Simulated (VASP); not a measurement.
# Cs2AgBiBr6 (Fm-3m) in VASP: notebook, part 2 of 2

VASP 6.6.1. Earlier steps stand in the parts before.

## (3) Single point, LDA+U

Input file INCAR:

```
SYSTEM = Cs2AgBiBr6
  PREC = Accurate
  ENCUT = 520
  EDIFF = 1E-6
  ISMEAR = -1
  SIGMA = 0.05
  LREAL = .False.
  LASPH = .True.
  NELM = 150
  ALGO = Normal
  ISIF = 2
  LWAVE = .False.
  LCHARG = .False.
  LMAXMIX = 4
  LDAU = .True.
  LDAUTYPE = 2
  LDAUL = -1 -1 2 -1
  LDAUU = 0 0 2 0
  LDAUJ = 0 0 0 0
  LDAUPRINT = 1
  NBANDS = 54
```

Input file KPOINTS:

```
Automatic mesh
0
Gamma
  4 4 4
  0 0 0
```

Input file POSCAR:

```
Cs2AgBiBr6
1.0
    0.0000000000      5.6161000000      5.6161000000
    5.6161000000      0.0000000000      5.6161000000
    5.6161000000      5.6161000000      0.0000000000
Bi Cs Ag Br
1 2 1 6
Direct
    0.0000000000      0.0000000000      0.0000000000
    0.7500000000      0.7500000000      0.7500000000
    0.2500000000      0.2500000000      0.2500000000
    0.5000000000      0.5000000000      0.5000000000
    0.7494500000      0.7494500000      0.2505500000
    0.2505500000      0.2505500000      0.7494500000
    0.7494500000      0.2505500000      0.2505500000
    0.7494500000      0.2505500000      0.7494500000
    0.2505500000      0.7494500000      0.7494500000
    0.2505500000      0.7494500000      0.2505500000
```

Potentials or basis: VASP PAW LDA potentials, release 64 (Bi_d, Cs_sv, Ag, Br).

Command:

```console
$ cat potpaw_LDA.64/Bi_d/POTCAR potpaw_LDA.64/Cs_sv/POTCAR potpaw_LDA.64/Ag/POTCAR potpaw_LDA.64/Br/POTCAR > POTCAR
$ mpirun -np 1 vasp_std > vasp.out
```

OUTCAR:

```text
SYSTEM = Cs2AgBiBr6
   PREC = Accurate
   ENCUT = 520
   EDIFF = 1E-6
   ISMEAR = -1
   LREAL = .False.
   LASPH = .True.
   NELM = 150
   ISIF = 2

 ion  position               nearest neighbor table
   1  0.000  0.000  0.000-   5 2.81   6 2.81   7 2.81   8 2.81   9 2.81  10 2.81
   2  0.750  0.750  0.750-
   3  0.250  0.250  0.250-
   4  0.500  0.500  0.500-   5 2.80   6 2.80   7 2.80   8 2.80   9 2.80  10 2.80
   5  0.749  0.749  0.251-   4 2.80   1 2.81
   6  0.251  0.251  0.749-   4 2.80   1 2.81
   7  0.749  0.251  0.251-   4 2.80   1 2.81
   8  0.749  0.251  0.749-   4 2.80   1 2.81
   9  0.251  0.749  0.749-   4 2.80   1 2.81
  10  0.251  0.749  0.251-   4 2.80   1 2.81

  LATTYP: Found a face centered cubic cell.
 ALAT       =    11.2322000000

  Lattice vectors:

 A1 = (   0.0000000000,   5.6161000000,   5.6161000000)
 A2 = (   5.6161000000,   0.0000000000,   5.6161000000)
 A3 = (   5.6161000000,   5.6161000000,   0.0000000000)

Analysis of symmetry for initial positions (statically):
=====================================================================
 Subroutine PRICEL returns:
 Original cell was already a primitive cell.

 Routine SETGRP: Setting up the symmetry group for a
 face centered cubic supercell.

 Subroutine GETGRP returns: Found 48 space group operations
 (whereof 48 operations were pure point group operations)
 out of a pool of 48 trial point group operations.

The static configuration has the point symmetry O_h .

Analysis of symmetry for dynamics (positions and initial velocities):
=====================================================================
 Subroutine PRICEL returns:
[... 177 lines left out ...]
  o =  0.9451  v =  0.0000  0.0000  0.0591 -0.0000  0.9983  0.0000  0.0000  0.0000  0.0000  0.0000      0.0000  0.0000  0.0000  0.0000  0.0000  0.0000  0.0000  0.0000  0.0000  0.0000
  o =  0.9451  v =  0.0000  0.0000  0.0000  0.0000  0.0000  0.0000  0.0000  0.0591 -0.0000  0.9983      0.0000  0.0000  0.0000  0.0000  0.0000  0.0000  0.0000  0.0000  0.0000  0.0000
  o =  0.9451  v =  0.0000 -0.0000  0.9983 -0.0000 -0.0591  0.0000  0.0000  0.0000  0.0000  0.0000      0.0000  0.0000  0.0000  0.0000  0.0000  0.0000  0.0000  0.0000  0.0000  0.0000
  o =  0.9451  v =  0.0000  0.0000  0.0000  0.0000  0.0000  0.0000 -0.0000  0.9983 -0.0000 -0.0591      0.0000  0.0000  0.0000  0.0000  0.0000  0.0000  0.0000  0.0000  0.0000  0.0000

 number of electron      86.0000013 magnetization

 Free energy of the ion-electron system (eV)
  ---------------------------------------------------
  ext. energy  EPLUGINS =         0.00000000
  ---------------------------------------------------
  free energy    TOTEN  =       -33.58664054 eV

  energy without entropy =      -33.58664006  energy(sigma->0) =      -33.58664030

 E-fermi :   1.7786     XC(G=0):  -8.5660

 val. band max:        1.1406543080   @ k =   0.5000   0.5000   0.0000
 cond. band min:       2.4188105883   @ k =   0.5000   0.0000   0.0000
 fundamental gap:      1.2781562803
 Fermi energy:         1.7785572665

 k-point     1 :       0.0000    0.0000    0.0000
  band No.  band energies     occupation
      1     -21.7783      2.00000
      2     -21.7783      2.00000
      3     -21.7281      2.00000
      4     -21.7281      2.00000
      5     -21.7281      2.00000
      6     -19.4143      2.00000
[... 445 lines left out ...]
     53       7.0939      0.00000
     54       7.4363      0.00000

------------------------ aborting loop because EDIFF is reached ----------------------------------------

  FORCE on cell =-STRESS in cart. coord.  units (eV):
  Direction    XX          YY          ZZ          XY          YZ          ZX
  --------------------------------------------------------------------------------------
  -------------------------------------------------------------------------------------
  Total       -3.1240939     -3.1240939     -3.1240939     -0.0000000      0.0000000     -0.0000000
  in kB      -14.1286340    -14.1286340    -14.1286340     -0.0000000      0.0000000     -0.0000000
  external PRESSURE =     -14.1286340 kB  Pullay stress =       0.0000000 kB

 VOLUME and BASIS-vectors are now :
 -----------------------------------------------------------------------------
  energy-cutoff  :      520.00
  volume of cell :      354.27
      direct lattice vectors                 reciprocal lattice vectors
     0.000000000  5.616100000  5.616100000    -0.089029754  0.089029754  0.089029754
     5.616100000  0.000000000  5.616100000     0.089029754 -0.089029754  0.089029754
     5.616100000  5.616100000  0.000000000     0.089029754  0.089029754 -0.089029754

 POSITION                                       TOTAL-FORCE (eV/Angst)
 -----------------------------------------------------------------------------------
      0.00000      0.00000      0.00000        -0.000000      0.000000      0.000000
      8.42415      8.42415      8.42415        -0.000000     -0.000000      0.000000
      2.80805      2.80805      2.80805        -0.000000      0.000000      0.000000
      5.61610      5.61610      5.61610        -0.000000      0.000000      0.000000
      5.61610      5.61610      8.41797        -0.000000      0.000000     -0.322068
      5.61610      5.61610      2.81423        -0.000000      0.000000      0.322068
      2.81423      5.61610      5.61610         0.322068      0.000000      0.000000
      5.61610      8.41797      5.61610        -0.000000     -0.322068      0.000000
      8.41797      5.61610      5.61610        -0.322068      0.000000      0.000000
      5.61610      2.81423      5.61610        -0.000000      0.322068      0.000000
 -----------------------------------------------------------------------------------
    total drift:                                0.000000      0.000000     -0.000000

  FREE ENERGIE OF THE ION-ELECTRON SYSTEM (eV)
  ---------------------------------------------------
  free  energy   TOTEN  =       -33.5866405418 eV

  energy  without entropy=      -33.5866400611  energy(sigma->0) =      -33.58664030
```

stdout:

```text
POSCAR found type information on POSCAR BiCsAgBr
 POSCAR found :  4 types and      10 ions
 scaLAPACK will be used
 LDA part: xc-table for (Slater(with rela. corr.)+CA(PZ))
 , standard interpolation
 POSCAR, INCAR and KPOINTS ok, starting setup
 FFT: planning ... GRIDC
 FFT: planning ... GRID_SOFT
 FFT: planning ... GRID
 WAVECAR not read
 entering main loop
```

It took 99 s on 1 thread of Intel Xeon 6975P-C (Granite Rapids), shared host; peak memory 0.47 GiB.

Results:

```yaml
Free_energy: -33.5866 eV
Pressure: -1.4 GPa
Largest_force: 0.322 eV/Å
Band_gap_on_the_k_mesh: 1.28 eV (least direct gap 2.47 eV)
```

Forces in eV/Å, atoms in the order of the input:
```
Bi   0.000  0.000  0.000
Cs   0.000  0.000  0.000
Cs   0.000  0.000  0.000
Ag   0.000  0.000  0.000
Br   0.000  0.000 -0.322
Br   0.000  0.000  0.322
Br   0.322  0.000  0.000
Br   0.000 -0.322  0.000
Br  -0.322  0.000  0.000
Br   0.000  0.322  0.000
```

Eigenvalues of the final occupation matrices:
| site | spin | trace | eigenvalues |
| --- | --- | --- | --- |
| site 4 d | 1 | 4.71 | 0.94 0.94 0.94 0.95 0.95 |
| site 4 d | 2 | 4.71 | 0.94 0.94 0.94 0.95 0.95 |

Caveat: spin-orbit coupling is left out, which moves the levels of the heavy elements.

## (4) Single point, PBEsol+U

Input file INCAR:

```
PREC = Accurate
ENCUT = 520
EDIFF = 1E-6
ISMEAR = -1
SIGMA = 0.05
LREAL = F
LASPH = T
NELM = 150
ALGO = Normal
ISIF = 2
LWAVE = F
LCHARG = T
LMAXMIX = 4
LDAU = T
LDAUTYPE = 2
LDAUL = -1 -1 2 -1
LDAUU = 0 0 1 0
LDAUJ = 0 0 0 0
LDAUPRINT = 1
GGA = PS
LELF = T
LVHAR = T
NBANDS = 54
```

Input file KPOINTS:

```
Automatic mesh
0
Gamma
  4 4 4
```

POSCAR is that of step 3.

Potentials or basis: VASP PAW PBE potentials, release 64 (Bi_d, Cs_sv, Ag, Br).

Command:

```console
$ cat potpaw_PBE.64/Bi_d/POTCAR potpaw_PBE.64/Cs_sv/POTCAR potpaw_PBE.64/Ag/POTCAR potpaw_PBE.64/Br/POTCAR > POTCAR
$ mpirun -np 1 vasp_std > vasp.out
```

OUTCAR:

```text
PREC = Accurate
   ENCUT = 520
   EDIFF = 1E-6
   ISMEAR = -1
   LREAL = F
   LASPH = T
   NELM = 150
   ISIF = 2
   GGA = PS

 ion  position               nearest neighbor table
   1  0.000  0.000  0.000-   5 2.81   6 2.81   7 2.81   8 2.81   9 2.81  10 2.81
   2  0.750  0.750  0.750-
   3  0.250  0.250  0.250-
   4  0.500  0.500  0.500-   5 2.80   6 2.80   7 2.80   8 2.80   9 2.80  10 2.80
   5  0.749  0.749  0.251-   4 2.80   1 2.81
   6  0.251  0.251  0.749-   4 2.80   1 2.81
   7  0.749  0.251  0.251-   4 2.80   1 2.81
   8  0.749  0.251  0.749-   4 2.80   1 2.81
   9  0.251  0.749  0.749-   4 2.80   1 2.81
  10  0.251  0.749  0.251-   4 2.80   1 2.81

  LATTYP: Found a face centered cubic cell.
 ALAT       =    11.2322000000

  Lattice vectors:

 A1 = (   0.0000000000,   5.6161000000,   5.6161000000)
 A2 = (   5.6161000000,   0.0000000000,   5.6161000000)
 A3 = (   5.6161000000,   5.6161000000,   0.0000000000)

Analysis of symmetry for initial positions (statically):
[... 213 lines left out ...]
 Fermi energy:         1.8718987854

 k-point     1 :       0.0000    0.0000    0.0000
  band No.  band energies     occupation
      1     -21.7139      2.00000
      2     -21.7139      2.00000
      3     -21.6689      2.00000
      4     -21.6689      2.00000
      5     -21.6689      2.00000
      6     -19.4430      2.00000
[... 445 lines left out ...]
     53       7.2587      0.00000
     54       7.5618      0.00000

------------------------ aborting loop because EDIFF is reached ----------------------------------------

  FORCE on cell =-STRESS in cart. coord.  units (eV):
  Direction    XX          YY          ZZ          XY          YZ          ZX
  --------------------------------------------------------------------------------------
  -------------------------------------------------------------------------------------
  Total       -0.0340187     -0.0340187     -0.0340187      0.0000000      0.0000000      0.0000000
  in kB       -0.1538487     -0.1538487     -0.1538487      0.0000000      0.0000000      0.0000000
  external PRESSURE =      -0.1538487 kB  Pullay stress =       0.0000000 kB

 VOLUME and BASIS-vectors are now :
 -----------------------------------------------------------------------------
  energy-cutoff  :      520.00
  volume of cell :      354.27
      direct lattice vectors                 reciprocal lattice vectors
     0.000000000  5.616100000  5.616100000    -0.089029754  0.089029754  0.089029754
     5.616100000  0.000000000  5.616100000     0.089029754 -0.089029754  0.089029754
     5.616100000  5.616100000  0.000000000     0.089029754  0.089029754 -0.089029754

 POSITION                                       TOTAL-FORCE (eV/Angst)
 -----------------------------------------------------------------------------------
      0.00000      0.00000      0.00000        -0.000000      0.000000      0.000000
      8.42415      8.42415      8.42415        -0.000000      0.000000      0.000000
      2.80805      2.80805      2.80805        -0.000000     -0.000000      0.000000
      5.61610      5.61610      5.61610        -0.000000     -0.000000      0.000000
      5.61610      5.61610      8.41797        -0.000000      0.000000     -0.296805
      5.61610      5.61610      2.81423        -0.000000      0.000000      0.296805
      2.81423      5.61610      5.61610         0.296805      0.000000      0.000000
      5.61610      8.41797      5.61610        -0.000000     -0.296805      0.000000
      8.41797      5.61610      5.61610        -0.296805      0.000000      0.000000
      5.61610      2.81423      5.61610        -0.000000      0.296805      0.000000
 -----------------------------------------------------------------------------------
    total drift:                                0.000000      0.000000     -0.000000

  FREE ENERGIE OF THE ION-ELECTRON SYSTEM (eV)
  ---------------------------------------------------
  free  energy   TOTEN  =       -31.4940094395 eV

  energy  without entropy=      -31.4940088707  energy(sigma->0) =      -31.49400916
```

OSZICAR:

```text
N       E                     dE             d eps       ncg     rms          rms(c)
DAV:   1     0.702108248127E+03    0.70211E+03   -0.36897E+04   864   0.140E+03
DAV:   2     0.453609857034E+02   -0.65675E+03   -0.63532E+03  1034   0.299E+02
DAV:   3    -0.302181134898E+02   -0.75579E+02   -0.75146E+02  1024   0.118E+02
DAV:   4    -0.325974224406E+02   -0.23793E+01   -0.23716E+01  1042   0.251E+01
DAV:   5    -0.326775291610E+02   -0.80107E-01   -0.80077E-01  1240   0.417E+00    0.859E+00
DAV:   6    -0.315537433366E+02    0.11238E+01   -0.19833E+00  1130   0.939E+00    0.556E+00
DAV:   7    -0.314946684148E+02    0.59075E-01   -0.11908E+00  1112   0.403E+00    0.230E+00
DAV:   8    -0.314919333146E+02    0.27351E-02   -0.10934E-01  1026   0.163E+00    0.640E-01
DAV:   9    -0.314932344441E+02   -0.13011E-02   -0.92648E-03  1024   0.540E-01    0.134E-01
DAV:  10    -0.314937920326E+02   -0.55759E-03   -0.11911E-03  1042   0.141E-01    0.766E-02
DAV:  11    -0.314939745722E+02   -0.18254E-03   -0.18182E-04   992   0.579E-02    0.167E-02
DAV:  12    -0.314940058416E+02   -0.31269E-04   -0.31321E-05  1058   0.243E-02    0.746E-03
DAV:  13    -0.314940093857E+02   -0.35442E-05   -0.73982E-06   952   0.115E-02    0.337E-03
DAV:  14    -0.314940094395E+02   -0.53745E-07   -0.68848E-07   690   0.374E-03
   1 F= -.31494009E+02 E0= -.31494009E+02  d E =-.568805E-06
```

Run time: 94 s. Hardware: 1 thread of Intel Xeon 6975P-C (Granite Rapids), shared host; peak memory 0.6 GiB.

What came out:

| Item | Value |
| --- | --- |
| Free energy | -31.4940 eV |
| Pressure | 0.0 GPa |
| Largest force | 0.297 eV/Å |
| Band gap on the k mesh | 1.26 eV (least direct gap 2.46 eV) |

Forces on the atoms (eV/Å):
```
Bi   0.000  0.000  0.000
Cs   0.000  0.000  0.000
Cs   0.000  0.000  0.000
Ag   0.000  0.000  0.000
Br   0.000  0.000 -0.297
Br   0.000  0.000  0.297
Br   0.297  0.000  0.000
Br   0.000 -0.297  0.000
Br  -0.297  0.000  0.000
Br   0.000  0.297  0.000
```

Levels at points of the mesh, in eV from the valence-band top:
| k point | band 40 | band 41 | band 42 | band 43 | band 44 | band 45 | band 46 | band 47 |
| --- | --- | --- | --- | --- | --- | --- | --- | --- |
| (0.00, 0.00, 0.00) | -1.15 | -1.15 | -0.72 | -0.72 | 2.30 | 2.30 | 2.30 | 3.53 |
| (0.50, 0.00, 0.00) | -1.45 | -1.33 | -1.25 | -1.25 | 1.26 | 3.73 | 3.73 | 4.86 |
| (0.50, 0.50, 0.00) | -1.57 | -1.17 | -0.73 | 0.00 | 2.83 | 2.83 | 3.21 | 4.37 |

Eigenvalues of the final occupation matrices:
| site | spin | trace | eigenvalues |
| --- | --- | --- | --- |
| site 4 d | 1 | 4.69 | 0.94 0.94 0.94 0.94 0.94 |
| site 4 d | 2 | 4.69 | 0.94 0.94 0.94 0.94 0.94 |

Caveat: the PAW data sets were made with another functional, which shifts forces and pressure a little; spin-orbit coupling is left out, which moves the levels of the heavy elements. A k mesh can miss the band edges.

## (5) Summary

```csv
level,potentials or basis,U,gap on the mesh (eV),pressure (GPa),largest force (eV/Å)
LDA+U,"VASP PAW LDA potentials, release 64 (Bi_d, Cs_sv, Ag, Br)",Ag d U = 1.0 eV,1.20,-1.4,0.33
LDA+U,"VASP PAW LDA potentials, release 64 (Bi_d, Cs_sv, Ag, Br)",Ag d U = 2.0 eV,1.28,-1.4,0.32
PBEsol+U,"VASP PAW PBE potentials, release 64 (Bi_d, Cs_sv, Ag, Br)",Ag d U = 1.0 eV,1.26,0.0,0.30
```

Alike in all rows: task single point; no spin polarisation; cell as given; k mesh 4 × 4 × 4; cutoff (eV) 520; smearing fermi-dirac 0.05 eV.

Caveats: spin-orbit coupling is left out, which moves the levels of the heavy elements; the PAW data sets were made with another functional, which shifts forces and pressure a little (at least some runs).

Absolute energies hang on the potentials; compare differences alone.
